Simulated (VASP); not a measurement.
# TiPt3 (Pm-3m) in VASP: single point with PBE

Aim: the single point of TiPt3 with PBE.

Everything below comes from runs of VASP 6.6.1. Logs are shortened: lines on timing, memory, paths and dates and some standing lists are left out, and cuts for length are marked.

### Step 1. The cell of the first run

It takes space group Pm-3m (No. 221, cubic). The conventional cell has a = 3.948 Å, b = 3.948 Å, c = 3.948 Å, α = 90.00°, β = 90.00°, γ = 90.00°. Within 3.7 Å of Ti (site symmetry m-3m) lie 12 Pt at 2.79 Å. Within 3.7 Å of Pt (site symmetry 4/mmm) lie 4 Ti at 2.79 Å and 8 Pt at 2.79 Å.

### Step 2. Single point, PBE

INCAR

```
SYSTEM = TiPt3
PREC = Accurate
ENCUT = 550
EDIFF = 1E-6
ISMEAR = 0
SIGMA = 0.1
LREAL = .False.
LASPH = .True.
NELM = 300
ALGO = All
ISIF = 2
LWAVE = .False.
LCHARG = .False.
GGA = PE
NBANDS = 29
GGA_COMPAT = .False.
ISEARCH = 1
KPAR = 4
```

KPOINTS

```
regular mesh
0
Gamma
  6 6 6
  0 0 0
```

POSCAR

```
TiPt3
1.0
    3.9481842887      0.0000000000      0.0000000000
    0.0000000000      3.9481842887      0.0000000000
    0.0000000000      0.0000000000      3.9481842887
Ti Pt
1 3
Direct
    0.0000000000      0.0000000000      0.0000000000
    0.0000000000      0.5000000000      0.5000000000
    0.5000000000      0.0000000000      0.5000000000
    0.5000000000      0.5000000000      0.0000000000
```

Potentials or basis: VASP PAW PBE potentials, release 64 (Ti_sv, Pt).

Launch:

```
$ cat potpaw_PBE.64/Ti_sv/POTCAR potpaw_PBE.64/Pt/POTCAR > POTCAR
$ mpirun -np 4 vasp_std > vasp.out
```

OUTCAR:

```text
SYSTEM = TiPt3
   PREC = Accurate
   ENCUT = 550
   EDIFF = 1E-6
   ISMEAR = 0
   LREAL = .False.
   LASPH = .True.
   NELM = 300
   ISIF = 2
   GGA = PE

 ion  position               nearest neighbor table
   1  0.000  0.000  0.000-   2 2.79   3 2.79   4 2.79   2 2.79   3 2.79   2 2.79   4 2.79   2 2.79
                             3 2.79   4 2.79   3 2.79   4 2.79
   2  0.000  0.500  0.500-   1 2.79   3 2.79   4 2.79   1 2.79   4 2.79   1 2.79   3 2.79   1 2.79
                             3 2.79   4 2.79   4 2.79   3 2.79
   3  0.500  0.000  0.500-   1 2.79   2 2.79   4 2.79   1 2.79   4 2.79   2 2.79   4 2.79   4 2.79
                             1 2.79   2 2.79   1 2.79   2 2.79
   4  0.500  0.500  0.000-   1 2.79   2 2.79   3 2.79   2 2.79   3 2.79   1 2.79   3 2.79   3 2.79
                             1 2.79   2 2.79   2 2.79   1 2.79

  LATTYP: Found a simple cubic cell.
 ALAT       =     3.9481842887

  Lattice vectors:

 A1 = (   3.9481842887,   0.0000000000,   0.0000000000)
 A2 = (   0.0000000000,   3.9481842887,   0.0000000000)
 A3 = (   0.0000000000,   0.0000000000,   3.9481842887)

Analysis of symmetry for initial positions (statically):
=====================================================================
 Subroutine PRICEL returns:
 Original cell was already a primitive cell.

 Routine SETGRP: Setting up the symmetry group for a
 simple cubic supercell.

 Subroutine GETGRP returns: Found 48 space group operations
 (whereof 48 operations were pure point group operations)
 out of a pool of 48 trial point group operations.

The static configuration has the point symmetry O_h .

Analysis of symmetry for dynamics (positions and initial velocities):
=====================================================================
 Subroutine PRICEL returns:
 Original cell was already a primitive cell.

 Routine SETGRP: Setting up the symmetry group for a
 simple cubic supercell.

 Subroutine GETGRP returns: Found 48 space group operations
 (whereof 48 operations were pure point group operations)
 out of a pool of 48 trial point group operations.

The dynamic configuration has the point symmetry O_h .

 Subroutine INISYM returns: Found 48 space group operations
 (whereof 48 operations are pure point group operations),
 and found     1 'primitive' translations

----------------------------------------------------------------------------------------

                                     Primitive cell

  volume of cell :      61.5449

  direct lattice vectors                    reciprocal lattice vectors
     3.948184289  0.000000000  0.000000000     0.253280984  0.000000000  0.000000000
     0.000000000  3.948184289  0.000000000     0.000000000  0.253280984  0.000000000
     0.000000000  0.000000000  3.948184289     0.000000000  0.000000000  0.253280984

  length of vectors
     3.948184289  3.948184289  3.948184289     0.253280984  0.253280984  0.253280984

  position of ions in fractional coordinates (direct lattice)
     0.000000000  0.000000000  0.000000000
     0.000000000  0.500000000  0.500000000
     0.500000000  0.000000000  0.500000000
     0.500000000  0.500000000  0.000000000

  ion indices of the primitive-cell ions
   primitive index   ion index
                 1           1
                 2           2
                 3           3
                 4           4

----------------------------------------------------------------------------------------

 KPOINTS: regular mesh

Automatic generation of k-mesh.
 Grid dimensions read from file:
 generate k-points for:    6    6    6

 Generating k-lattice:

  Cartesian coordinates                     Fractional coordinates (reciprocal lattice)
     0.042213497  0.000000000  0.000000000     0.166666667  0.000000000  0.000000000
     0.000000000  0.042213497  0.000000000     0.000000000  0.166666667  0.000000000
     0.000000000  0.000000000  0.042213497     0.000000000  0.000000000  0.166666667

  Length of vectors
     0.042213497  0.042213497  0.042213497

  Shift w.r.t. Gamma in fractional coordinates (k-lattice)
     0.000000000  0.000000000  0.000000000

 Subroutine IBZKPT returns following result:
 ===========================================

 Found     20 irreducible k-points:

 Following reciprocal coordinates:
            Coordinates               Weight
  0.000000  0.000000  0.000000      1.000000
  0.166667  0.000000  0.000000      6.000000
  0.333333  0.000000  0.000000      6.000000
  0.500000  0.000000  0.000000      3.000000
  0.166667  0.166667  0.000000     12.000000
  0.333333  0.166667  0.000000     24.000000
[... 12 lines left out ...]
  0.500000  0.500000  0.333333      6.000000
  0.500000  0.500000  0.500000      1.000000
   k-points           NKPTS =     20   k-points in BZ     NKDIM =     20   number of bands    NBANDS=     29
   number of dos      NEDOS =    301   number of ions     NIONS =      4
   total plane-waves  NPLWV =  27000
   dimension x,y,z NGX =    30 NGY =   30 NGZ =   30
   dimension x,y,z NGXF=    60 NGYF=   60 NGZF=   60
   ions per type =               1   3
   NGX,Y,Z   is equivalent  to a cutoff of  12.63, 12.63, 12.63 a.u.
   NGXF,Y,Z  is equivalent  to a cutoff of  25.26, 25.26, 25.26 a.u.
 SYSTEM =  TiPt3
   PREC   = accura    normal or accurate (medium, high low for compatibility)
   ISTART =      0    job   : 0-new  1-cont  2-samecut
   ICHARG =      2    charge: 1-file 2-atom 10-const
   ISPIN  =      1    spin polarized calculation?
   LNONCOLLINEAR =      F non collinear calculations
   LSORBIT =      F    spin-orbit coupling
   LASPH  =      T    aspherical Exc in radial PAW
   ENCUT  =  550.0 eV  40.42 Ry    6.36 a.u.   7.55  7.55  7.55*2*pi/ulx,y,z
   NELM   =    300;   NELMIN=  2; NELMDL= -5     # of ELM steps
   EDIFF  = 0.1E-05   stopping-criterion for ELM
   LREAL  =      F    real-space projection
[... 7 lines left out ...]
   TEBEG  =    0.0;   TEEND  =   0.0 temperature during run
   PSTRESS=    0.0 pullay stress
   NELECT =      42.0000    total number of electrons
   NUPDOWN=      -1.0000    fix difference up-down
   EMIN   =  10.00;   EMAX   =-10.00  energy-range for DOS
   EFERMI =   0.00;   METHOD = LEGACY
   ISMEAR =     0;   SIGMA  =   0.10  broadening in eV -4-tet -1-fermi 0-gaus
   EFERMI_NEDOS =   21; number of points for ismear=-14 and -15
   IALGO  =     58    algorithm
   IMIX   =      4    mixing-type and parameters
     AMIX     =   0.40;   BMIX     =  1.00
     AMIX_MAG =   1.60;   BMIX_MAG =  1.00
  volume/ion in A,a.u.               =      15.39       103.83
  Fermi-wavevector in a.u.,A,eV,Ry     =   1.441320  2.723700 28.264801  2.077404
  Thomas-Fermi vector in A             =   2.559966
   LORBIT       =      0    0 simple, 1 ext, 2 COOP (PROOUT), +10 PAW based schemes
   GGA     = PE    functional components
   LHFCALC =     F    Hartree Fock is set to
   AEXX    =    0.0000 exact exchange contribution
   IVDW    =     0    specifies the selected vdW correction
   LEPSILON=     F    determine dielectric tensor
   LRPA    =     F    only Hartree local field effects (RPA)
 non-spin polarized calculation
 Gauss-broadening in eV      SIGMA  =   0.10
  energy-cutoff  :      550.00
  volume of cell :       61.54
 maximum number of plane-waves:      1856
   NGX = 15   NGY = 15   NGZ = 15

 number of electron      42.0000003 magnetization

 Free energy of the ion-electron system (eV)
  ---------------------------------------------------
  ext. energy  EPLUGINS =         0.00000000
  ---------------------------------------------------
  free energy    TOTEN  =       -29.54985057 eV

  energy without entropy =      -29.54187879  energy(sigma->0) =      -29.54586468

 E-fermi :  11.1956     XC(G=0): -13.0576

 val. band max:       11.1805736065   @ k =   0.5000   0.0000   0.0000
 cond. band min:      11.2858521938   @ k =   0.5000   0.1667   0.1667
 fundamental gap:      0.1052785874
 Fermi energy:        11.1955605229

 k-point     1 :       0.0000    0.0000    0.0000
  band No.  band energies     occupation
      1     -47.0856      2.00000
      2     -23.2906      2.00000
      3     -23.2906      2.00000
      4     -23.2906      2.00000
      5       1.3306      2.00000
      6       4.1505      2.00000
[... 21 lines left out ...]
     28      13.0585      0.00000
     29      19.1656      0.00000

 k-point     2 :       0.1667    0.0000    0.0000
  band No.  band energies     occupation
      1     -47.0852      2.00000
      2     -23.2964      2.00000
      3     -23.2915      2.00000
      4     -23.2915      2.00000
      5       1.6825      2.00000
      6       4.3648      2.00000
[... 21 lines left out ...]
     28      14.6984      0.00000
     29      18.6655      0.00000

 k-point     3 :       0.3333    0.0000    0.0000
  band No.  band energies     occupation
      1     -47.0845      2.00000
      2     -23.3078      2.00000
      3     -23.2931      2.00000
      4     -23.2931      2.00000
      5       2.6400      2.00000
      6       4.7155      2.00000
[... 21 lines left out ...]
     28      16.8808      0.00000
     29      17.9428      0.00000

 k-point     4 :       0.5000    0.0000    0.0000
  band No.  band energies     occupation
      1     -47.0842      2.00000
      2     -23.3136      2.00000
      3     -23.2940      2.00000
      4     -23.2940      2.00000
      5       3.5064      2.00000
      6       4.5646      2.00000
[... 469 lines left out ...]
     28      14.0661      0.00000
     29      16.3175      0.00000

 k-point    19 :       0.5000    0.5000    0.3333
  band No.  band energies     occupation
      1     -47.0837      2.00000
      2     -23.3030      2.00000
      3     -23.3030      2.00000
      4     -23.3003      2.00000
      5       4.2563      2.00000
      6       4.2563      2.00000
[... 21 lines left out ...]
     28      13.2550      0.00000
     29      17.1688      0.00000

 k-point    20 :       0.5000    0.5000    0.5000
  band No.  band energies     occupation
      1     -47.0838      2.00000
      2     -23.3014      2.00000
      3     -23.3014      2.00000
      4     -23.3014      2.00000
      5       4.0705      2.00000
      6       4.0705      2.00000
[... 21 lines left out ...]
     28      12.6093      0.00000
     29      16.5000      0.00000

------------------------ aborting loop because EDIFF is reached ----------------------------------------

  FORCE on cell =-STRESS in cart. coord.  units (eV):
  Direction    XX          YY          ZZ          XY          YZ          ZX
  --------------------------------------------------------------------------------------
  -------------------------------------------------------------------------------------
  Total       -0.1670661     -0.1670661     -0.1670661      0.0000000     -0.0000000      0.0000000
  in kB       -4.3491734     -4.3491734     -4.3491734      0.0000000     -0.0000000      0.0000000
  external PRESSURE =      -4.3491734 kB  Pullay stress =       0.0000000 kB

 VOLUME and BASIS-vectors are now :
 -----------------------------------------------------------------------------
  energy-cutoff  :      550.00
  volume of cell :       61.54
      direct lattice vectors                 reciprocal lattice vectors
     3.948184289  0.000000000  0.000000000     0.253280984  0.000000000  0.000000000
     0.000000000  3.948184289  0.000000000     0.000000000  0.253280984  0.000000000
     0.000000000  0.000000000  3.948184289     0.000000000  0.000000000  0.253280984

 POSITION                                       TOTAL-FORCE (eV/Angst)
 -----------------------------------------------------------------------------------
      0.00000      0.00000      0.00000         0.000000      0.000000      0.000000
      0.00000      1.97409      1.97409         0.000000      0.000000      0.000000
      1.97409      0.00000      1.97409         0.000000      0.000000      0.000000
      1.97409      1.97409      0.00000         0.000000      0.000000      0.000000
 -----------------------------------------------------------------------------------
    total drift:                                0.000000      0.000000     -0.000000

  FREE ENERGIE OF THE ION-ELECTRON SYSTEM (eV)
  ---------------------------------------------------
  free  energy   TOTEN  =       -29.5498505669 eV

  energy  without entropy=      -29.5418781605  energy(sigma->0) =      -29.54586436
```

Wall time 20 s (4 MPI ranks of Intel Xeon Platinum 8375C at 2.90GHz (Ice Lake), shared host); peak memory 0.21 GiB.

What came out:

```yaml
Free_energy: -29.5499 eV
Pressure: -0.4 GPa
Band_gap_on_the_k_mesh: zero (bands 21 and 22 overlap by 1.76 eV)
```

Caveat: spin-orbit coupling is left out, which moves the levels of the heavy elements.

The gap in the log of VASP goes by the Fermi energy; the results here count the filled bands.